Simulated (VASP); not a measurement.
# Rb3LuBe2 (P-4m2) in VASP: relaxation of cell and atoms with PBE

Aim: the relaxation of cell and atoms of Rb3LuBe2 with PBE.

Program: VASP 6.6.1. These are calculated values, not measurements. Logs are shortened: lines on timing, memory, paths and dates and some standing lists are left out, and cuts for length are marked.

## 1. The cell of the first run

Symmetry: P-4m2, No. 115, tetragonal system. The conventional cell has a = 4.122 Å, b = 4.122 Å, c = 9.043 Å, α = 90.00°, β = 90.00°, γ = 90.00°. Within 3.8 Å of Rb (site symmetry -4m2) lie 4 Lu at 2.91 Å and 4 Be at 3.15 Å. Within 4.2 Å of Rb (site symmetry 2mm) lie 5 Be at 3.09 to 3.25 Å and 10 Rb at 3.66 to 4.12 Å and 2 Lu at 3.99 Å. Lu (site symmetry -4m2) has 4 Rb at 2.91 Å and 4 Be at 3.15 Å within 3.8 Å. Within 4.2 Å of Be (site symmetry 2mm) lie 7 Rb at 3.09 to 3.25 Å and 2 Lu at 3.15 Å and 4 Be at 4.12 Å.

The cell was generated, and may not be a known phase.

## 2. Relaxation of cell and atoms, PBE

The input, INCAR:

```
SYSTEM = Rb3LuBe2
ALGO = Normal
EDIFF = 1E-7
EDIFFG = -0.04
ENCUT = 600
GGA = PE
IBRION = 2
ISIF = 3
ISMEAR = 0
LASPH = .True.
LCHARG = .False.
LREAL = .False.
LWAVE = .False.
NELM = 60
NSW = 90
PREC = Accurate
SIGMA = 0.1
```

The input, KPOINTS:

```
k-points
0
Gamma
  4 4 2
  0 0 0
```

The input, POSCAR:

```
Rb3LuBe2
1.0
    4.1222192800      0.0000000000      0.0000000000
    0.0000000000      4.1222192800      0.0000000000
    0.0000000000      0.0000000000      9.0427963000
Rb Lu Be
3 1 2
Direct
    0.5000000000      0.5000000000      0.0000000000
    0.0000000000      0.5000000000      0.3774000100
    0.5000000000      0.0000000000      0.6225999900
    0.0000000000      0.0000000000      0.0000000000
    0.0000000000      0.5000000000      0.7372320300
    0.5000000000      0.0000000000      0.2627679700
```

Potentials or basis: VASP PAW PBE potentials, release 64 (Rb_sv, Lu, Be).

The run is started by

```console
$ cat potpaw_PBE.64/Rb_sv/POTCAR potpaw_PBE.64/Lu/POTCAR potpaw_PBE.64/Be/POTCAR > POTCAR
$ mpirun -np 1 vasp_std > vasp.out
```

OUTCAR:

```text
SYSTEM = Rb3LuBe2
   EDIFF = 1E-7
   EDIFFG = -0.04
   ENCUT = 600
   GGA = PE
   IBRION = 2
   ISIF = 3
   ISMEAR = 0
   LASPH = .True.
   LREAL = .False.
   NELM = 60
   NSW = 90
   PREC = Accurate

 ion  position               nearest neighbor table
   1  0.500  0.500  0.000-   4 2.91   4 2.91   4 2.91   4 2.91   6 3.15   6 3.15   5 3.15   5 3.15
                             2 3.99   3 3.99   3 3.99   2 3.99   2 5.73   2 5.73   3 5.73   2 5.73
   2  0.000  0.500  0.377-   6 3.09   6 3.09   6 3.09   6 3.09   5 3.25   3 3.66   3 3.66   3 3.66
                             3 3.66   1 3.99   4 3.99   4 3.99   1 3.99   1 5.73   1 5.73   1 5.73
   3  0.500  0.000  0.623-   5 3.09   5 3.09   5 3.09   5 3.09   6 3.25   2 3.66   2 3.66   2 3.66
                             2 3.66   4 3.99   1 3.99   4 3.99   1 3.99   1 5.73   1 5.73   1 5.73
   4  0.000  0.000  0.000-   1 2.91   1 2.91   1 2.91   1 2.91   2 3.99   3 3.99   3 3.99   2 3.99

   5  0.000  0.500  0.737-   3 3.09   3 3.09   3 3.09   3 3.09   1 3.15   1 3.15   2 3.25
   6  0.500  0.000  0.263-   2 3.09   2 3.09   2 3.09   2 3.09   1 3.15   1 3.15   3 3.25

  LATTYP: Found a simple tetragonal cell.
 ALAT       =     4.1222192800
 C/A-ratio  =     2.1936718272

  Lattice vectors:

 A1 = (   4.1222192800,   0.0000000000,   0.0000000000)
 A2 = (   0.0000000000,   4.1222192800,   0.0000000000)
 A3 = (   0.0000000000,   0.0000000000,   9.0427963000)

Analysis of symmetry for initial positions (statically):
=====================================================================
 Subroutine PRICEL returns:
 Original cell was already a primitive cell.

 Routine SETGRP: Setting up the symmetry group for a
 simple tetragonal supercell.

 Subroutine GETGRP returns: Found  8 space group operations
 (whereof  8 operations were pure point group operations)
 out of a pool of 16 trial point group operations.

The static configuration has the point symmetry D_2d.

Analysis of symmetry for dynamics (positions and initial velocities):
=====================================================================
 Subroutine PRICEL returns:
 Original cell was already a primitive cell.

 Routine SETGRP: Setting up the symmetry group for a
 simple tetragonal supercell.

 Subroutine GETGRP returns: Found  8 space group operations
 (whereof  8 operations were pure point group operations)
 out of a pool of 16 trial point group operations.

The dynamic configuration has the point symmetry D_2d.

 Subroutine INISYM returns: Found  8 space group operations
 (whereof  8 operations are pure point group operations),
 and found     1 'primitive' translations

----------------------------------------------------------------------------------------

                                     Primitive cell

  volume of cell :     153.6615

  direct lattice vectors                    reciprocal lattice vectors
     4.122219280  0.000000000  0.000000000     0.242587774  0.000000000  0.000000000
     0.000000000  4.122219280  0.000000000     0.000000000  0.242587774  0.000000000
     0.000000000  0.000000000  9.042796300     0.000000000  0.000000000  0.110585262

  length of vectors
     4.122219280  4.122219280  9.042796300     0.242587774  0.242587774  0.110585262

  position of ions in fractional coordinates (direct lattice)
     0.500000000  0.500000000  0.000000000
     0.000000000  0.500000000  0.377400010
     0.500000000  0.000000000  0.622599990
     0.000000000  0.000000000  0.000000000
     0.000000000  0.500000000  0.737232030
     0.500000000  0.000000000  0.262767970

  ion indices of the primitive-cell ions
   primitive index   ion index
                 1           1
                 2           2
                 3           3
                 4           4
                 5           5
                 6           6

----------------------------------------------------------------------------------------

 KPOINTS: k-points

Automatic generation of k-mesh.
 Grid dimensions read from file:
 generate k-points for:    4    4    2

 Generating k-lattice:

  Cartesian coordinates                     Fractional coordinates (reciprocal lattice)
     0.060646944  0.000000000  0.000000000     0.250000000  0.000000000  0.000000000
     0.000000000  0.060646944  0.000000000     0.000000000  0.250000000  0.000000000
     0.000000000  0.000000000  0.055292631     0.000000000  0.000000000  0.500000000

  Length of vectors
     0.060646944  0.060646944  0.055292631

  Shift w.r.t. Gamma in fractional coordinates (k-lattice)
     0.000000000  0.000000000  0.000000000

 Subroutine IBZKPT returns following result:
 ===========================================

 Found     12 irreducible k-points:

 Following reciprocal coordinates:
            Coordinates               Weight
  0.000000  0.000000  0.000000      1.000000
  0.250000  0.000000  0.000000      4.000000
  0.500000  0.000000  0.000000      2.000000
  0.250000  0.250000  0.000000      4.000000
  0.500000  0.250000  0.000000      4.000000
  0.500000  0.500000  0.000000      1.000000
  0.000000  0.000000  0.500000      1.000000
  0.250000  0.000000  0.500000      4.000000
  0.500000  0.000000  0.500000      2.000000
  0.250000  0.250000  0.500000      4.000000
  0.500000  0.250000  0.500000      4.000000
  0.500000  0.500000  0.500000      1.000000
   k-points           NKPTS =     12   k-points in BZ     NKDIM =     12   number of bands    NBANDS=     33
   number of dos      NEDOS =    301   number of ions     NIONS =      6
   total plane-waves  NPLWV =  93312
   dimension x,y,z NGX =    36 NGY =   36 NGZ =   72
   dimension x,y,z NGXF=    72 NGYF=   72 NGZF=  144
   ions per type =               3   1   2
   NGX,Y,Z   is equivalent  to a cutoff of  14.52, 14.52, 13.24 a.u.
   NGXF,Y,Z  is equivalent  to a cutoff of  29.04, 29.04, 26.47 a.u.
 SYSTEM =  Rb3LuBe2
   PREC   = accura    normal or accurate (medium, high low for compatibility)
   ISTART =      0    job   : 0-new  1-cont  2-samecut
   ICHARG =      2    charge: 1-file 2-atom 10-const
   ISPIN  =      1    spin polarized calculation?
   LNONCOLLINEAR =      F non collinear calculations
   LSORBIT =      F    spin-orbit coupling
   LASPH  =      T    aspherical Exc in radial PAW
   ENCUT  =  600.0 eV  44.10 Ry    6.64 a.u.   8.23  8.23 18.06*2*pi/ulx,y,z
   NELM   =     60;   NELMIN=  2; NELMDL= -5     # of ELM steps
   EDIFF  = 0.1E-06   stopping-criterion for ELM
   LREAL  =      F    real-space projection
   EDIFFG = -.4E-01   stopping-criterion for IOM
   NSW    =     90    number of steps for IOM
   IBRION =      2    ionic relax: 0-MD 1-quasi-New 2-CG
   NFREE  =      1    steps in history (QN), initial steepest desc. (CG)
   ISIF   =      3    stress and relaxation
   ISYM   =      2    0-nonsym 1-usesym 2-fastsym
   POTIM  = 0.5000    time-step for ionic-motion
   TEBEG  =    0.0;   TEEND  =   0.0 temperature during run
   PSTRESS=    0.0 pullay stress
   NELECT =      56.0000    total number of electrons
   NUPDOWN=      -1.0000    fix difference up-down
   EMIN   =  10.00;   EMAX   =-10.00  energy-range for DOS
   EFERMI =   0.00;   METHOD = LEGACY
   ISMEAR =     0;   SIGMA  =   0.10  broadening in eV -4-tet -1-fermi 0-gaus
   EFERMI_NEDOS =   21; number of points for ismear=-14 and -15
   IALGO  =     38    algorithm
   IMIX   =      4    mixing-type and parameters
     AMIX     =   0.40;   BMIX     =  1.00
     AMIX_MAG =   1.60;   BMIX_MAG =  1.00
  volume/ion in A,a.u.               =      25.61       172.83
  Fermi-wavevector in a.u.,A,eV,Ry     =   1.169363  2.209775 18.604727  1.367409
  Thomas-Fermi vector in A             =   2.305836
   LORBIT       =      0    0 simple, 1 ext, 2 COOP (PROOUT), +10 PAW based schemes
   GGA     = PE    functional components
   LHFCALC =     F    Hartree Fock is set to
   AEXX    =    0.0000 exact exchange contribution
   IVDW    =     0    specifies the selected vdW correction
   LEPSILON=     F    determine dielectric tensor
   LRPA    =     F    only Hartree local field effects (RPA)
 conjugate gradient relaxation of ions
 non-spin polarized calculation
 Gauss-broadening in eV      SIGMA  =   0.10
  energy-cutoff  :      600.00
  volume of cell :      153.66
 maximum number of plane-waves:      5184
 NGX is ok and might be reduce to    36
   NGX = 17   NGY = 17   NGZ = 37

--------------------------------------- Ionic step        1  -------------------------------------------

 number of electron      56.0000006 magnetization

 Free energy of the ion-electron system (eV)
  ---------------------------------------------------
  ext. energy  EPLUGINS =         0.00000000
  ---------------------------------------------------
  free energy    TOTEN  =        -5.84417071 eV

  energy without entropy =       -5.81539183  energy(sigma->0) =       -5.82978127

------------------------ aborting loop because EDIFF is reached ----------------------------------------

  FORCE on cell =-STRESS in cart. coord.  units (eV):
  Direction    XX          YY          ZZ          XY          YZ          ZX
  --------------------------------------------------------------------------------------
  -------------------------------------------------------------------------------------
  Total       12.8688941     12.8688941      4.6708392      0.0000000      0.0000000     -0.0000000
  in kB      134.1797196    134.1797196     48.7013020      0.0000000      0.0000000     -0.0000000
  external PRESSURE =     105.6869137 kB  Pullay stress =       0.0000000 kB
[... 101 lines left out ...]
  FREE ENERGIE OF THE ION-ELECTRON SYSTEM (eV)
  ---------------------------------------------------
  free  energy   TOTEN  =        -8.5792675167 eV

  energy  without entropy=       -8.5421068356  energy(sigma->0) =       -8.56068718

[... ionic steps 4 to 12 ...]

--------------------------------------- Ionic step       13  -------------------------------------------

 number of electron      56.0000001 magnetization

------------------------ aborting loop because EDIFF is reached ----------------------------------------

  FORCE on cell =-STRESS in cart. coord.  units (eV):
  Direction    XX          YY          ZZ          XY          YZ          ZX
  --------------------------------------------------------------------------------------
  -------------------------------------------------------------------------------------
  Total       -0.0104944     -0.0104944      0.3419103      0.0000000      0.0000000      0.0000000
  in kB       -0.0679606     -0.0679606      2.2141849      0.0000000      0.0000000      0.0000000
  external PRESSURE =       0.6927546 kB  Pullay stress =       0.0000000 kB
[... 65 lines left out ...]
  energy  without entropy=       -9.3904314762  energy(sigma->0) =       -9.41517623

--------------------------------------- Ionic step       15  -------------------------------------------

 number of electron      55.9999990 magnetization

 Free energy of the ion-electron system (eV)
  ---------------------------------------------------
  ext. energy  EPLUGINS =         0.00000000
  ---------------------------------------------------
  free energy    TOTEN  =        -9.44251396 eV

  energy without entropy =       -9.39709694  energy(sigma->0) =       -9.41980545

 E-fermi :   0.8486     XC(G=0):  -7.2450

 val. band max:        0.8188329449   @ k =   0.5000   0.2500   0.0000
 cond. band min:       0.8538621089   @ k =   0.5000   0.5000   0.5000
 fundamental gap:      0.0350291640
 Fermi energy:         0.8485937977

 k-point     1 :       0.0000    0.0000    0.0000
  band No.  band energies     occupation
      1     -56.5634      2.00000
      2     -27.4222      2.00000
      3     -27.4048      2.00000
      4     -27.1722      2.00000
      5     -27.1655      2.00000
      6     -27.1655      2.00000
[... 454 lines left out ...]
  FREE ENERGIE OF THE ION-ELECTRON SYSTEM (eV)
  ---------------------------------------------------
  free  energy   TOTEN  =        -9.4425139599 eV

  energy  without entropy=       -9.3970969421  energy(sigma->0) =       -9.41980545

 reached required accuracy - stopping structural energy minimisation
```

Wall time 34 min (1 thread of Intel Xeon 8259CL, shared host); peak memory 0.37 GiB.

What came out:

```
Free energy                           : -9.4425 eV
Relaxed volume                        : 41.64 Å³/atom
Relaxed cell                          : a = 5.379 Å, b = 5.379 Å, c = 8.636 Å, α = 90.00°, β = 90.00°, γ = 90.00°
Space group after relaxing (to 0.1 Å) : P-4m2 (No. 115)
Energy gained by relaxing             : 599.7 meV/atom
Ionic steps                           : 15
Pressure after relaxing               : -0.1 GPa
Largest force after relaxing          : 0.014 eV/Å
Band gap on the k mesh                : zero (bands 28 and 29 overlap by 0.18 eV)
```

Forces in eV/Å, atoms in the order of the input:
```
Rb   0.000  0.000  0.000
Rb   0.000  0.000 -0.008
Rb   0.000  0.000  0.008
Lu   0.000  0.000  0.000
Be   0.000  0.000 -0.014
Be   0.000  0.000  0.014
```

The path:
| step | energy change (eV) | largest force (eV/Å) | pressure (GPa) | volume (Å³) |
| --- | --- | --- | --- | --- |
| 1 | 0.0000 | 1.4022 | 10.57 | 153.66 |
| 2 | -2.0761 | 1.0981 | 3.30 | 194.13 |
| 3 | -2.7351 | 0.8853 | 0.15 | 233.92 |
| 4 | -2.7959 | 0.8307 | -0.54 | 249.46 |
| 5 | -2.8001 | 0.8136 | -0.73 | 254.62 |
| 6 | -3.0108 | 0.7857 | -0.60 | 250.32 |
| 7 | -3.3468 | 0.6555 | 0.12 | 235.76 |
| 8 | -3.3596 | 0.6141 | 0.42 | 230.80 |
| 9 | -3.4740 | 0.4160 | 0.21 | 235.90 |
| 10 | -3.5822 | 0.0954 | -0.03 | 247.11 |
| 11 | -3.5855 | 0.0930 | -0.06 | 249.17 |
| 12 | -3.5857 | 0.0920 | -0.07 | 249.80 |
| 13 | -3.5937 | 0.0619 | 0.07 | 247.41 |
| 14 | -3.5958 | 0.0407 | 0.16 | 245.53 |
| 15 | -3.5983 | 0.0139 | -0.06 | 249.84 |

Final structure:
```xyz
6
Lattice="5.3787 0.0000 0.0000 0.0000 5.3787 0.0000 0.0000 0.0000 8.6358" Properties=species:S:1:pos:R:3 pbc="T T T"
Rb    2.6894    2.6894    0.0000
Rb    0.0000    2.6894    3.2314
Rb    2.6894    0.0000    5.4043
Lu    0.0000    5.3787    0.0000
Be    0.0000    2.6894    7.1257
Be    2.6894    0.0000    1.5100
```

Caveat: the k points lie up to 0.36 Å⁻¹ apart in the final cell; the volume moved by over 15 % at a fixed basis, so the end points are rough; spin-orbit coupling is left out, which moves the levels of the heavy elements.

The gap in the log of VASP goes by the Fermi energy; the results here count the filled bands.